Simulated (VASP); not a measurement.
# Cd (Fd-3m) in VASP: notebook

Cd is run at these levels: PBE; tasks: single point.

Program: VASP 6.6.1. These are calculated values, not measurements. Logs are shortened: lines on timing, memory, paths and dates and some standing lists are left out, and cuts for length are marked.

**1. The cell of the first run**

The structure is cubic, space group Fd-3m (No. 227). Conventional cell: a = 6.310 Å, b = 6.310 Å, c = 6.310 Å, α = 90.00°, β = 90.00°, γ = 90.00°. Cd (site symmetry -43m) has 4 Cd at 2.73 Å within 3.6 Å.

This isn't the form of Cd at room conditions, which is hcp.

**2. Single point, PBE (31.40 Å³/atom)**

File INCAR:

```
PREC = Accurate
ENCUT = 520
EDIFF = 1E-6
ISMEAR = -1
SIGMA = 0.08
LREAL = F
LASPH = T
NELM = 60
ALGO = Normal
ISIF = 2
LWAVE = F
LCHARG = T
GGA = PE
LELF = T
LVHAR = T
NBANDS = 19
```

File KPOINTS:

```
regular mesh
0
Gamma
  12 12 12
```

File POSCAR:

```
Cd
1.0
    0.0000000000      3.1549533050      3.1549533050
    3.1549533050      0.0000000000      3.1549533050
    3.1549533050      3.1549533050      0.0000000000
Cd
2
Direct
   -0.1250000000     -0.1250000000     -0.1250000000
    0.1250000000      0.1250000000      0.1250000000
```

Potentials or basis: VASP PAW PBE potentials, release 64 (Cd).

The run is started by

```
cat potpaw_PBE.64/Cd/POTCAR > POTCAR
mpirun -np 1 vasp_std > vasp.out
```

OUTCAR:

```text
PREC = Accurate
   ENCUT = 520
   EDIFF = 1E-6
   ISMEAR = -1
   LREAL = F
   LASPH = T
   NELM = 60
   ISIF = 2
   GGA = PE

 ion  position               nearest neighbor table
   1  0.875  0.875  0.875-   2 2.73   2 2.73   2 2.73   2 2.73
   2  0.125  0.125  0.125-   1 2.73   1 2.73   1 2.73   1 2.73

  LATTYP: Found a face centered cubic cell.
 ALAT       =     6.3099066100

  Lattice vectors:

 A1 = (   0.0000000000,   3.1549533050,   3.1549533050)
 A2 = (   3.1549533050,   0.0000000000,   3.1549533050)
 A3 = (   3.1549533050,   3.1549533050,   0.0000000000)

Analysis of symmetry for initial positions (statically):
=====================================================================
 Subroutine PRICEL returns:
 Original cell was already a primitive cell.

 Routine SETGRP: Setting up the symmetry group for a
 face centered cubic supercell.

 Subroutine GETGRP returns: Found 48 space group operations
 (whereof 12 operations were pure point group operations)
 out of a pool of 48 trial point group operations.

The static configuration has the point symmetry D_3d.
 The point group associated with its full space group is O_h .

Analysis of symmetry for dynamics (positions and initial velocities):
=====================================================================
 Subroutine PRICEL returns:
 Original cell was already a primitive cell.

 Routine SETGRP: Setting up the symmetry group for a
 face centered cubic supercell.

 Subroutine GETGRP returns: Found 48 space group operations
 (whereof 12 operations were pure point group operations)
 out of a pool of 48 trial point group operations.

The dynamic configuration has the point symmetry D_3d.
 The point group associated with its full space group is O_h .

 Subroutine INISYM returns: Found 48 space group operations
 (whereof 12 operations are pure point group operations),
 and found     1 'primitive' translations

----------------------------------------------------------------------------------------

                                     Primitive cell

  volume of cell :      62.8071

  direct lattice vectors                    reciprocal lattice vectors
     0.000000000  3.154953305  3.154953305    -0.158480951  0.158480951  0.158480951
     3.154953305  0.000000000  3.154953305     0.158480951 -0.158480951  0.158480951
     3.154953305  3.154953305  0.000000000     0.158480951  0.158480951 -0.158480951

  length of vectors
     4.461777753  4.461777753  4.461777753     0.274497059  0.274497059  0.274497059

  position of ions in fractional coordinates (direct lattice)
     0.875000000  0.875000000  0.875000000
     0.125000000  0.125000000  0.125000000

  ion indices of the primitive-cell ions
   primitive index   ion index
                 1           1
                 2           2

----------------------------------------------------------------------------------------

 KPOINTS: regular mesh

Automatic generation of k-mesh.
 Grid dimensions read from file:
 generate k-points for:   12   12   12

 Generating k-lattice:

  Cartesian coordinates                     Fractional coordinates (reciprocal lattice)
    -0.013206746  0.013206746  0.013206746     0.083333333  0.000000000  0.000000000
     0.013206746 -0.013206746  0.013206746     0.000000000  0.083333333  0.000000000
     0.013206746  0.013206746 -0.013206746     0.000000000  0.000000000  0.083333333

  Length of vectors
     0.022874755  0.022874755  0.022874755

  Shift w.r.t. Gamma in fractional coordinates (k-lattice)
     0.000000000  0.000000000  0.000000000

 Subroutine IBZKPT returns following result:
 ===========================================

 Found     72 irreducible k-points:

 Following reciprocal coordinates:
            Coordinates               Weight
  0.000000  0.000000  0.000000      1.000000
  0.083333  0.000000  0.000000      8.000000
  0.166667  0.000000  0.000000      8.000000
  0.250000  0.000000  0.000000      8.000000
  0.333333  0.000000  0.000000      8.000000
  0.416667  0.000000  0.000000      8.000000
[... 16 lines left out ...]
  0.500000  0.166667  0.000000     24.000000
 -0.416667  0.166667  0.000000     24.000000
 [... further k-points ...]
   k-points           NKPTS =     72   k-points in BZ     NKDIM =     72   number of bands    NBANDS=     19
   number of dos      NEDOS =    301   number of ions     NIONS =      2
   total plane-waves  NPLWV =  46656
   dimension x,y,z NGX =    36 NGY =   36 NGZ =   36
   dimension x,y,z NGXF=    72 NGYF=   72 NGZF=   72
   ions per type =               2
   NGX,Y,Z   is equivalent  to a cutoff of  13.41, 13.41, 13.41 a.u.
   NGXF,Y,Z  is equivalent  to a cutoff of  26.83, 26.83, 26.83 a.u.
 SYSTEM =  unknown system
   PREC   = accura    normal or accurate (medium, high low for compatibility)
   ISTART =      0    job   : 0-new  1-cont  2-samecut
   ICHARG =      2    charge: 1-file 2-atom 10-const
   ISPIN  =      1    spin polarized calculation?
   LNONCOLLINEAR =      F non collinear calculations
   LSORBIT =      F    spin-orbit coupling
   LASPH  =      T    aspherical Exc in radial PAW
   ENCUT  =  520.0 eV  38.22 Ry    6.18 a.u.   8.30  8.30  8.30*2*pi/ulx,y,z
   NELM   =     60;   NELMIN=  2; NELMDL= -5     # of ELM steps
   EDIFF  = 0.1E-05   stopping-criterion for ELM
   LREAL  =      F    real-space projection
   EDIFFG = 0.1E-04   stopping-criterion for IOM
   NSW    =      0    number of steps for IOM
   IBRION =     -1    ionic relax: 0-MD 1-quasi-New 2-CG
   NFREE  =      0    steps in history (QN), initial steepest desc. (CG)
   ISIF   =      2    stress and relaxation
   ISYM   =      2    0-nonsym 1-usesym 2-fastsym
   POTIM  = 0.5000    time-step for ionic-motion
   TEBEG  =    0.0;   TEEND  =   0.0 temperature during run
   PSTRESS=    0.0 pullay stress
   NELECT =      24.0000    total number of electrons
   NUPDOWN=      -1.0000    fix difference up-down
   EMIN   =  10.00;   EMAX   =-10.00  energy-range for DOS
   EFERMI =   0.00;   METHOD = LEGACY
   ISMEAR =    -1;   SIGMA  =   0.08  broadening in eV -4-tet -1-fermi 0-gaus
   EFERMI_NEDOS =   21; number of points for ismear=-14 and -15
   IALGO  =     38    algorithm
   IMIX   =      4    mixing-type and parameters
     AMIX     =   0.40;   BMIX     =  1.00
     AMIX_MAG =   1.60;   BMIX_MAG =  1.00
  volume/ion in A,a.u.               =      31.40       211.92
  Fermi-wavevector in a.u.,A,eV,Ry     =   1.187980  2.244956 19.201841  1.411295
  Thomas-Fermi vector in A             =   2.324119
   LORBIT       =      0    0 simple, 1 ext, 2 COOP (PROOUT), +10 PAW based schemes
   GGA     = PE    functional components
   LHFCALC =     F    Hartree Fock is set to
   AEXX    =    0.0000 exact exchange contribution
   IVDW    =     0    specifies the selected vdW correction
   LEPSILON=     F    determine dielectric tensor
   LRPA    =     F    only Hartree local field effects (RPA)
 non-spin polarized calculation
  energy-cutoff  :      520.00
  volume of cell :       62.81
 maximum number of plane-waves:      1713
 NGX is ok and might be reduce to    36
   NGX = 17   NGY = 17   NGZ = 17

 number of electron      24.0000009 magnetization

 Free energy of the ion-electron system (eV)
  ---------------------------------------------------
  ext. energy  EPLUGINS =         0.00000000
  ---------------------------------------------------
  free energy    TOTEN  =        -0.70204133 eV

  energy without entropy =       -0.67787695  energy(sigma->0) =       -0.68995914

 E-fermi :   0.7426     XC(G=0):  -8.8981

 val. band max:        0.7117077509   @ k =  -0.4167   0.3333   0.0833
 cond. band min:       0.7634289513   @ k =  -0.4167   0.3333   0.1667
 fundamental gap:      0.0517212004
 Fermi energy:         0.7426149104

 k-point     1 :       0.0000    0.0000    0.0000
  band No.  band energies     occupation
      1      -8.6914      2.00000
      2      -8.6914      2.00000
      3      -8.6914      2.00000
      4      -8.6311      2.00000
      5      -8.6311      2.00000
      6      -7.7481      2.00000
[... 11 lines left out ...]
     18       7.0853      0.00000
     19       8.3854      0.00000

 k-point     2 :       0.0833    0.0000    0.0000
  band No.  band energies     occupation
      1      -8.7226      2.00000
      2      -8.7226      2.00000
      3      -8.6891      2.00000
      4      -8.5906      2.00000
      5      -8.5906      2.00000
      6      -7.7639      2.00000
[... 11 lines left out ...]
     18       7.9660      0.00000
     19       9.0762      0.00000

 k-point     3 :       0.1667    0.0000    0.0000
  band No.  band energies     occupation
      1      -8.7570      2.00000
      2      -8.7570      2.00000
      3      -8.6832      2.00000
      4      -8.5330      2.00000
      5      -8.5330      2.00000
      6      -7.8053      2.00000
[... 11 lines left out ...]
     18       8.9088      0.00000
     19       9.6255      0.00000

 k-point     4 :       0.2500    0.0000    0.0000
  band No.  band energies     occupation
      1      -8.7749      2.00000
      2      -8.7749      2.00000
      3      -8.6758      2.00000
      4      -8.4896      2.00000
      5      -8.4896      2.00000
      6      -7.8589      2.00000
[... 11 lines left out ...]
     18       9.0088      0.00000
     19      10.0769      0.00000

 k-point     5 :       0.3333    0.0000    0.0000
  band No.  band energies     occupation
      1      -8.7771      2.00000
      2      -8.7771      2.00000
      3      -8.6686      2.00000
      4      -8.4704      2.00000
      5      -8.4704      2.00000
      6      -7.9108      2.00000
[... 11 lines left out ...]
     18       8.5523      0.00000
     19      11.2552      0.00000
[... 334 lines left out ...]
      2      -8.7470      2.00000
      3      -8.6960      2.00000
      4      -8.4634      2.00000
      5      -8.3294      2.00000
      6      -8.1016      2.00000
[... 11 lines left out ...]
     18       9.6531      0.00000
     19      11.0395      0.00000

 k-point    22 :       0.4167    0.1667    0.0000
  band No.  band energies     occupation
      1      -8.8494      2.00000
      2      -8.7618      2.00000
      3      -8.6625      2.00000
      4      -8.4255      2.00000
      5      -8.3250      2.00000
      6      -8.1039      2.00000
[... 11 lines left out ...]
     18       9.3081      0.00000
     19      10.8547      0.00000

 k-point    23 :       0.5000    0.1667    0.0000
  band No.  band energies     occupation
      1      -8.8558      2.00000
      2      -8.7798      2.00000
      3      -8.6239      2.00000
      4      -8.3901      2.00000
      5      -8.3552      2.00000
      6      -8.0809      2.00000
[... 11 lines left out ...]
     18       9.7714      0.00000
     19      10.9343      0.00000

 k-point    24 :      -0.4167    0.1667    0.0000
  band No.  band energies     occupation
      1      -8.8504      2.00000
      2      -8.8013      2.00000
      3      -8.5914      2.00000
      4      -8.4067      2.00000
      5      -8.3562      2.00000
      6      -8.0478      2.00000
[... 11 lines left out ...]
     18      10.5412      0.00000
     19      11.6984      0.00000

 [... further k-points ...]

------------------------ aborting loop because EDIFF is reached ----------------------------------------

  FORCE on cell =-STRESS in cart. coord.  units (eV):
  Direction    XX          YY          ZZ          XY          YZ          ZX
  --------------------------------------------------------------------------------------
  -------------------------------------------------------------------------------------
  Total        1.8454718      1.8454718      1.8454718     -0.0000000      0.0000000     -0.0000000
  in kB       47.0770458     47.0770458     47.0770458     -0.0000000      0.0000000     -0.0000000
  external PRESSURE =      47.0770458 kB  Pullay stress =       0.0000000 kB

 VOLUME and BASIS-vectors are now :
 -----------------------------------------------------------------------------
  energy-cutoff  :      520.00
  volume of cell :       62.81
      direct lattice vectors                 reciprocal lattice vectors
     0.000000000  3.154953305  3.154953305    -0.158480951  0.158480951  0.158480951
     3.154953305  0.000000000  3.154953305     0.158480951 -0.158480951  0.158480951
     3.154953305  3.154953305  0.000000000     0.158480951  0.158480951 -0.158480951

 POSITION                                       TOTAL-FORCE (eV/Angst)
 -----------------------------------------------------------------------------------
      5.52117      5.52117      5.52117        -0.000000      0.000000     -0.000000
      0.78874      0.78874      0.78874         0.000000     -0.000000      0.000000
 -----------------------------------------------------------------------------------
    total drift:                                0.000000      0.000000      0.000000

  FREE ENERGIE OF THE ION-ELECTRON SYSTEM (eV)
  ---------------------------------------------------
  free  energy   TOTEN  =        -0.7020413296 eV

  energy  without entropy=       -0.6778769542  energy(sigma->0) =       -0.68995914
```

Wall time 68 s (1 thread of Intel Xeon Platinum 8259CL at 2.50GHz (Skylake/Cascade Lake), shared host); peak memory 0.24 GiB.

Results:

| Property | Result |
| --- | --- |
| Free energy | -0.7020 eV |
| Pressure | 4.7 GPa |
| Band gap on the k mesh | zero (bands 12 and 13 overlap by 5.66 eV) |

Caveat: the cell stands under pressure.

**3. Single point, PBE (34.39 Å³/atom)**

This run uses another cell than the first one, of 34.39 Å³/atom.

File INCAR:

```
SYSTEM = Cd
PREC     = Accurate       ! precision mode
ENCUT    = 520            ! plane-wave cutoff, eV
EDIFF    = 1E-7           ! SCF threshold, eV
ISMEAR   = -1             ! smearing method
SIGMA    = 0.08           ! smearing width, eV
LREAL    = .False.        ! projectors in reciprocal space
LASPH    = .True.         ! aspherical terms in the spheres
NELM     = 60             ! most SCF steps
ALGO     = Normal         ! electronic algorithm
ISIF     = 2              ! what is computed and relaxed
LWAVE    = .False.        ! write WAVECAR
LCHARG   = .False.        ! write CHGCAR
GGA      = PE             ! functional
NBANDS   = 19             ! bands
```

File KPOINTS:

```
regular mesh
0
Gamma
  12 12 12
  0 0 0
```

File POSCAR:

```
Cd
1.0
    0.0000000000      3.2520892034      3.2520892034
    3.2520892034      0.0000000000      3.2520892034
    3.2520892034      3.2520892034      0.0000000000
Cd
2
Direct
   -0.1250000000     -0.1250000000     -0.1250000000
    0.1250000000      0.1250000000      0.1250000000
```

Potentials or basis: VASP PAW PBE potentials, release 64 (Cd).

The run is started by

```
cat potpaw_PBE.64/Cd/POTCAR > POTCAR
mpirun -np 1 vasp_std > vasp.out
```

OUTCAR:

```text
SYSTEM = Cd
   PREC = Accurate
   ENCUT = 520
   EDIFF = 1E-7
   ISMEAR = -1
   LREAL = .False.
   LASPH = .True.
   NELM = 60
   ISIF = 2
   GGA = PE

 ion  position               nearest neighbor table
   1  0.875  0.875  0.875-   2 2.82   2 2.82   2 2.82   2 2.82
   2  0.125  0.125  0.125-   1 2.82   1 2.82   1 2.82   1 2.82

  LATTYP: Found a face centered cubic cell.
 ALAT       =     6.5041784068

  Lattice vectors:

[... 716 lines left out ...]

------------------------ aborting loop because EDIFF is reached ----------------------------------------

  FORCE on cell =-STRESS in cart. coord.  units (eV):
  Direction    XX          YY          ZZ          XY          YZ          ZX
  --------------------------------------------------------------------------------------
  -------------------------------------------------------------------------------------
  Total        0.7769032      0.7769032      0.7769032      0.0000000      0.0000000      0.0000000
  in kB       18.0950639     18.0950639     18.0950639      0.0000000      0.0000000      0.0000000
  external PRESSURE =      18.0950639 kB  Pullay stress =       0.0000000 kB

 VOLUME and BASIS-vectors are now :
 -----------------------------------------------------------------------------
  energy-cutoff  :      520.00
  volume of cell :       68.79
      direct lattice vectors                 reciprocal lattice vectors
     0.000000000  3.252089203  3.252089203    -0.153747320  0.153747320  0.153747320
     3.252089203  0.000000000  3.252089203     0.153747320 -0.153747320  0.153747320
     3.252089203  3.252089203  0.000000000     0.153747320  0.153747320 -0.153747320

 POSITION                                       TOTAL-FORCE (eV/Angst)
 -----------------------------------------------------------------------------------
      5.69116      5.69116      5.69116        -0.000000     -0.000000     -0.000000
      0.81302      0.81302      0.81302         0.000000      0.000000      0.000000
 -----------------------------------------------------------------------------------
    total drift:                                0.000000      0.000000      0.000000

  FREE ENERGIE OF THE ION-ELECTRON SYSTEM (eV)
  ---------------------------------------------------
  free  energy   TOTEN  =        -0.8186201913 eV

  energy  without entropy=       -0.7941500735  energy(sigma->0) =       -0.80638513
```

Run time: 83 s. Hardware: 1 thread of Intel Xeon Platinum 8259CL at 2.50GHz (Skylake/Cascade Lake), shared host; peak memory 0.24 GiB.

Results:

```
Free energy            : -0.8186 eV
Pressure               : 1.8 GPa
Band gap on the k mesh : zero (bands 12 and 13 overlap by 5.10 eV)
```

The gap in the log of VASP goes by the Fermi energy; the results here count the filled bands.